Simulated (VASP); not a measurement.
# HCl (I4/mmm) in VASP: notebook

The runs below take HCl through single point, with PBEsol.

Program: VASP 6.6.1. These are calculated values, not measurements. Logs are shortened: lines on timing, memory, paths and dates and some standing lists are left out, and cuts for length are marked.

**1. The cell of the first run**

The structure is tetragonal, space group I4/mmm (No. 139). Conventional cell: a = 3.678 Å, b = 3.678 Å, c = 5.612 Å, α = 90.00°, β = 90.00°, γ = 90.00°. Within 3.4 Å of H (site symmetry 4/mmm) lie 6 Cl at 2.60 to 2.81 Å. Cl (site symmetry 4/mmm) has 6 H at 2.60 to 2.81 Å within 3.4 Å.

**2. Single point, PBEsol (strain -0.050 along x and y, +0.025 along z)**

Input file INCAR:

```
SYSTEM = HCl
PREC = Accurate
ENCUT = 520
EDIFF = 1E-6
ISMEAR = 0
SIGMA = 0.15
LREAL = .False.
LASPH = .True.
NELM = 60
ALGO = Normal
ISIF = 2
LWAVE = .False.
LCHARG = .False.
GGA = PS
NBANDS = 11
```

Input file KPOINTS:

```
regular mesh
0
Gamma
  16 16 16
  0 0 0
```

Input file POSCAR:

```
HCl
1.0
    0.0000000000      2.6006250000      2.8059375000
    2.6006250000      0.0000000000      2.8059375000
    2.6006250000      2.6006250000      0.0000000000
H Cl
1 1
Direct
    0.0000000000      0.0000000000      0.0000000000
    0.5000000000      0.5000000000      0.5000000000
```

Potentials or basis: VASP PAW PBE potentials, release 64 (H, Cl).

Command:

```sh
> cat potpaw_PBE.64/H/POTCAR potpaw_PBE.64/Cl/POTCAR > POTCAR
> mpirun -np 1 vasp_std > vasp.out
```

OUTCAR:

```text
SYSTEM = HCl
   PREC = Accurate
   ENCUT = 520
   EDIFF = 1E-6
   ISMEAR = 0
   LREAL = .False.
   LASPH = .True.
   NELM = 60
   ISIF = 2
   GGA = PS

 ion  position               nearest neighbor table
   1  0.000  0.000  0.000-
   2  0.500  0.500  0.500-

  LATTYP: Found a body centered tetragonal cell.
 ALAT       =     3.6778391456
 C/A-ratio  =     1.5258620015

  Lattice vectors:

 A1 = (  -2.6006250000,   0.0000000000,   2.8059375000)
 A2 = (   2.6006250000,   0.0000000000,   2.8059375000)
 A3 = (   0.0000000000,   2.6006250000,  -2.8059375000)

Analysis of symmetry for initial positions (statically):
=====================================================================
 Subroutine PRICEL returns:
 Original cell was already a primitive cell.

 Routine SETGRP: Setting up the symmetry group for a
 body centered tetragonal supercell.

 Subroutine GETGRP returns: Found 16 space group operations
 (whereof 16 operations were pure point group operations)
 out of a pool of 16 trial point group operations.

The static configuration has the point symmetry D_4h.

Analysis of symmetry for dynamics (positions and initial velocities):
=====================================================================
 Subroutine PRICEL returns:
 Original cell was already a primitive cell.

 Routine SETGRP: Setting up the symmetry group for a
 body centered tetragonal supercell.

 Subroutine GETGRP returns: Found 16 space group operations
 (whereof 16 operations were pure point group operations)
 out of a pool of 16 trial point group operations.

The dynamic configuration has the point symmetry D_4h.

 Subroutine INISYM returns: Found 16 space group operations
 (whereof 16 operations are pure point group operations),
 and found     1 'primitive' translations

----------------------------------------------------------------------------------------

                                     Primitive cell

  volume of cell :      37.9545

  direct lattice vectors                    reciprocal lattice vectors
     0.000000000  2.600625000  2.805937500    -0.192261476  0.192261476  0.178193563
     2.600625000  0.000000000  2.805937500     0.192261476 -0.192261476  0.178193563
     2.600625000  2.600625000  0.000000000     0.192261476  0.192261476 -0.178193563

  length of vectors
     3.825772555  3.825772555  3.677839146     0.325087520  0.325087520  0.325087520

  position of ions in fractional coordinates (direct lattice)
     0.000000000  0.000000000  0.000000000
     0.500000000  0.500000000  0.500000000

  ion indices of the primitive-cell ions
   primitive index   ion index
                 1           1
                 2           2

----------------------------------------------------------------------------------------

 KPOINTS: regular mesh

Automatic generation of k-mesh.
 Grid dimensions read from file:
 generate k-points for:   16   16   16

 Generating k-lattice:

  Cartesian coordinates                     Fractional coordinates (reciprocal lattice)
    -0.012016342  0.012016342  0.011137098     0.062500000  0.000000000  0.000000000
     0.012016342 -0.012016342  0.011137098     0.000000000  0.062500000  0.000000000
     0.012016342  0.012016342 -0.011137098    -0.000000000 -0.000000000  0.062500000

  Length of vectors
     0.020317970  0.020317970  0.020317970

  Shift w.r.t. Gamma in fractional coordinates (k-lattice)
     0.000000000  0.000000000  0.000000000

 Subroutine IBZKPT returns following result:
 ===========================================

 Found    349 irreducible k-points:

 Following reciprocal coordinates:
            Coordinates               Weight
  0.000000  0.000000  0.000000      1.000000
  0.062500 -0.000000  0.000000      8.000000
  0.125000 -0.000000  0.000000      8.000000
  0.187500 -0.000000  0.000000      8.000000
  0.250000 -0.000000  0.000000      8.000000
  0.312500 -0.000000  0.000000      8.000000
[... 16 lines left out ...]
 -0.125000  0.062500  0.000000      8.000000
 -0.062500  0.062500  0.000000      4.000000
 [... further k-points ...]
   k-points           NKPTS =    349   k-points in BZ     NKDIM =    349   number of bands    NBANDS=     11
   number of dos      NEDOS =    301   number of ions     NIONS =      2
   total plane-waves  NPLWV =  21952
   dimension x,y,z NGX =    28 NGY =   28 NGZ =   28
   dimension x,y,z NGXF=    56 NGYF=   56 NGZF=   56
   ions per type =               1   1
   NGX,Y,Z   is equivalent  to a cutoff of  12.17, 12.17, 12.66 a.u.
   NGXF,Y,Z  is equivalent  to a cutoff of  24.33, 24.33, 25.31 a.u.
 SYSTEM =  HCl
   PREC   = accura    normal or accurate (medium, high low for compatibility)
   ISTART =      0    job   : 0-new  1-cont  2-samecut
   ICHARG =      2    charge: 1-file 2-atom 10-const
   ISPIN  =      1    spin polarized calculation?
   LNONCOLLINEAR =      F non collinear calculations
   LSORBIT =      F    spin-orbit coupling
   LASPH  =      T    aspherical Exc in radial PAW
   ENCUT  =  520.0 eV  38.22 Ry    6.18 a.u.   7.11  7.11  6.84*2*pi/ulx,y,z
   NELM   =     60;   NELMIN=  2; NELMDL= -5     # of ELM steps
   EDIFF  = 0.1E-05   stopping-criterion for ELM
   LREAL  =      F    real-space projection
   EDIFFG = 0.1E-04   stopping-criterion for IOM
   NSW    =      0    number of steps for IOM
   IBRION =     -1    ionic relax: 0-MD 1-quasi-New 2-CG
   NFREE  =      0    steps in history (QN), initial steepest desc. (CG)
   ISIF   =      2    stress and relaxation
   ISYM   =      2    0-nonsym 1-usesym 2-fastsym
   POTIM  = 0.5000    time-step for ionic-motion
   TEBEG  =    0.0;   TEEND  =   0.0 temperature during run
   PSTRESS=    0.0 pullay stress
   NELECT =       8.0000    total number of electrons
   NUPDOWN=      -1.0000    fix difference up-down
   EMIN   =  10.00;   EMAX   =-10.00  energy-range for DOS
   EFERMI =   0.00;   METHOD = LEGACY
   ISMEAR =     0;   SIGMA  =   0.15  broadening in eV -4-tet -1-fermi 0-gaus
   EFERMI_NEDOS =   21; number of points for ismear=-14 and -15
   IALGO  =     38    algorithm
   IMIX   =      4    mixing-type and parameters
     AMIX     =   0.40;   BMIX     =  1.00
     AMIX_MAG =   1.60;   BMIX_MAG =  1.00
  volume/ion in A,a.u.               =      18.98       128.06
  Fermi-wavevector in a.u.,A,eV,Ry     =   0.974280  1.841122 12.914936  0.949221
  Thomas-Fermi vector in A             =   2.104727
   LORBIT       =      0    0 simple, 1 ext, 2 COOP (PROOUT), +10 PAW based schemes
   GGA     = PS    functional components
   LHFCALC =     F    Hartree Fock is set to
   AEXX    =    0.0000 exact exchange contribution
   IVDW    =     0    specifies the selected vdW correction
   LEPSILON=     F    determine dielectric tensor
   LRPA    =     F    only Hartree local field effects (RPA)
 non-spin polarized calculation
 Gauss-broadening in eV      SIGMA  =   0.15
  energy-cutoff  :      520.00
  volume of cell :       37.95
 maximum number of plane-waves:      1046
   NGX = 15   NGY = 15   NGZ = 13

 number of electron       7.9999999 magnetization

 Free energy of the ion-electron system (eV)
  ---------------------------------------------------
  ext. energy  EPLUGINS =         0.00000000
  ---------------------------------------------------
  free energy    TOTEN  =        -3.25618728 eV

  energy without entropy =       -3.25305475  energy(sigma->0) =       -3.25462101

 E-fermi :  -1.6704     XC(G=0):  -8.1159

 val. band max:       -1.7125829125   @ k =   0.5000   0.0000   0.4375
 cond. band min:      -1.6346711377   @ k =  -0.4375   0.0625   0.5000
 fundamental gap:      0.0779117747
 Fermi energy:        -1.6703568303

 k-point     1 :       0.0000    0.0000    0.0000
  band No.  band energies     occupation
      1     -15.0462      2.00000
      2      -1.8421      1.89461
      3      -1.8421      1.89461
      4      -1.8397      1.88955
      5      -1.7339      1.45120
      6       9.8889      0.00000
      7      10.4841      0.00000
      8      11.1002      0.00000
      9      11.1002      0.00000
     10      13.2205      0.00000
     11      13.8906      0.00000

 k-point     2 :       0.0625   -0.0000    0.0000
  band No.  band energies     occupation
      1     -15.0293      2.00000
      2      -2.4196      2.00000
      3      -1.8463      1.90290
      4      -1.7709      1.65690
      5      -1.2611      0.00011
      6       9.7575      0.00000
      7      10.4641      0.00000
      8      10.9546      0.00000
      9      11.1508      0.00000
     10      12.8713      0.00000
     11      13.4533      0.00000

 k-point     3 :       0.1250   -0.0000    0.0000
  band No.  band energies     occupation
      1     -14.9806      2.00000
      2      -3.0079      2.00000
      3      -1.8581      1.92336
      4      -1.8076      1.80443
      5      -0.7381      0.00000
      6       9.2377      0.00000
      7      10.4296      0.00000
      8      10.8671      0.00000
      9      11.2470      0.00000
     10      12.4333      0.00000
     11      12.8318      0.00000

 k-point     4 :       0.1875   -0.0000    0.0000
  band No.  band energies     occupation
      1     -14.9057      2.00000
      2      -3.5729      2.00000
      3      -1.8754      1.94682
      4      -1.8620      1.92922
      5      -0.2719      0.00000
      6       8.4781      0.00000
      7      10.3811      0.00000
      8      10.8554      0.00000
      9      11.1570      0.00000
     10      12.4284      0.00000
     11      12.6012      0.00000
[... 239 lines left out ...]
 k-point    22 :      -0.1875    0.0625    0.0000
  band No.  band energies     occupation
      1     -14.8563      2.00000
      2      -3.8841      2.00000
      3      -1.9402      1.98905
      4      -1.8469      1.90402
      5       0.0089      0.00000
      6       8.3199      0.00000
      7       9.9137      0.00000
      8      11.0408      0.00000
      9      11.0433      0.00000
     10      12.1624      0.00000
     11      13.0709      0.00000

 k-point    23 :      -0.1250    0.0625    0.0000
  band No.  band energies     occupation
      1     -14.9383      2.00000
      2      -3.3829      2.00000
      3      -1.8595      1.92545
      4      -1.8359      1.88135
      5      -0.4017      0.00000
      6       9.1124      0.00000
      7      10.0713      0.00000
      8      10.9060      0.00000
      9      11.3683      0.00000
     10      12.0623      0.00000
     11      12.7266      0.00000

 k-point    24 :      -0.0625    0.0625    0.0000
  band No.  band energies     occupation
      1     -14.9985      2.00000
      2      -2.8694      2.00000
      3      -1.8355      1.88064
      4      -1.7902      1.74159
      5      -0.8568      0.00000
      6       9.6715      0.00000
      7      10.4035      0.00000
      8      10.7015      0.00000
      9      11.2480      0.00000
     10      12.6732      0.00000
     11      12.7604      0.00000

 [... further k-points ...]
[... 5 lines left out ...]
  --------------------------------------------------------------------------------------
  -------------------------------------------------------------------------------------
  Total       -3.0267564     -3.0267564     -1.6950022      0.0000000      0.0000000      0.0000000
  in kB     -127.7687365   -127.7687365    -71.5512783      0.0000000      0.0000000      0.0000000
  external PRESSURE =    -109.0295838 kB  Pullay stress =       0.0000000 kB

 VOLUME and BASIS-vectors are now :
 -----------------------------------------------------------------------------
  energy-cutoff  :      520.00
  volume of cell :       37.95
      direct lattice vectors                 reciprocal lattice vectors
     0.000000000  2.600625000  2.805937500    -0.192261476  0.192261476  0.178193563
     2.600625000  0.000000000  2.805937500     0.192261476 -0.192261476  0.178193563
     2.600625000  2.600625000  0.000000000     0.192261476  0.192261476 -0.178193563

 POSITION                                       TOTAL-FORCE (eV/Angst)
 -----------------------------------------------------------------------------------
      0.00000      0.00000      0.00000         0.000000     -0.000000      0.000000
      2.60062      2.60062      2.80594        -0.000000      0.000000      0.000000
 -----------------------------------------------------------------------------------
    total drift:                                0.000000      0.000000      0.000000

  FREE ENERGIE OF THE ION-ELECTRON SYSTEM (eV)
  ---------------------------------------------------
  free  energy   TOTEN  =        -3.2561872756 eV

  energy  without entropy=       -3.2530547511  energy(sigma->0) =       -3.25462101
```

Run time: 86 s. Hardware: 1 thread of Intel Xeon Platinum 8488C (Sapphire Rapids), shared host; peak memory 0.25 GiB.

What came out:

```
Free energy            : -3.2562 eV
Pressure               : -10.9 GPa
Band gap on the k mesh : zero (band 4 reaches -1.76 eV, above the bottom of band 5 at -1.98 eV)
```

Caveat: the cell differs from its parent crystal (strain -0.050 along x and y, +0.025 along z); the PAW data sets were made with another functional, which shifts forces and pressure a little.

**3. Single point, PBEsol (strain +0.050 along x and y, -0.050 along z)**

Input file INCAR:

```
SYSTEM = HCl
PREC     = Accurate       ! precision mode
ENCUT    = 520            ! plane-wave cutoff, eV
EDIFF    = 1E-6           ! SCF threshold, eV
ISMEAR   = 0              ! smearing method
SIGMA    = 0.15           ! smearing width, eV
LREAL    = .False.        ! projectors in reciprocal space
LASPH    = .True.         ! aspherical terms in the spheres
NELM     = 80             ! most SCF steps
ALGO     = Normal         ! electronic algorithm
ISIF     = 2              ! what is computed and relaxed
LWAVE    = .False.        ! write WAVECAR
LCHARG   = .False.        ! write CHGCAR
GGA      = PS             ! functional
NBANDS   = 11             ! bands
```

KPOINTS is that of step 2.

Input file POSCAR:

```
HCl
1.0
    0.0000000000      2.8743750000      2.6006250000
    2.8743750000      0.0000000000      2.6006250000
    2.8743750000      2.8743750000      0.0000000000
H Cl
1 1
Direct
    0.0000000000      0.0000000000      0.0000000000
    0.5000000000      0.5000000000      0.5000000000
```

Potentials or basis: VASP PAW PBE potentials, release 64 (H, Cl).

Command:

```sh
> cat potpaw_PBE.64/H/POTCAR potpaw_PBE.64/Cl/POTCAR > POTCAR
> mpirun -np 1 vasp_std > vasp.out
```

Run time: 80 s. Hardware: 1 thread of AMD EPYC 9R45 (Zen 5), shared host; peak memory 0.25 GiB.

The run converged. Its results:

- Free energy: -2.9632 eV
- Pressure: -10.0 GPa
- Band gap on the k mesh: zero (band 4 reaches -2.52 eV, above the bottom of band 5 at -2.65 eV)

Stress tensor (GPa, compression positive):
```
 -7.46   0.00   0.00
  0.00  -7.46   0.00
  0.00   0.00 -15.20
```

Levels at points of the mesh, in eV from the Fermi level:
```csv
k point,band 1,band 2,band 3,band 4,band 5,band 6,band 7,band 8,band 9
"(0.00, 0.00, 0.00)",-13.08,-0.33,-0.25,-0.10,-0.10,10.71,12.23,12.23,12.94
"(0.50, 0.00, 0.00)",-12.75,-2.99,-0.38,-0.31,2.22,7.77,10.63,11.48,13.76
"(0.50, 0.50, 0.00)",-12.60,-1.80,-0.85,-0.85,-0.23,9.12,12.42,14.05,14.05
"(0.50, 0.00, 0.50)",-12.70,-1.75,-0.92,-0.49,-0.17,9.55,11.32,14.14,14.32
```

Caveat: the cell differs from its parent crystal (strain +0.050 along x and y, -0.050 along z); the PAW data sets were made with another functional, which shifts forces and pressure a little.

(Part 1 of 2 ends here.)
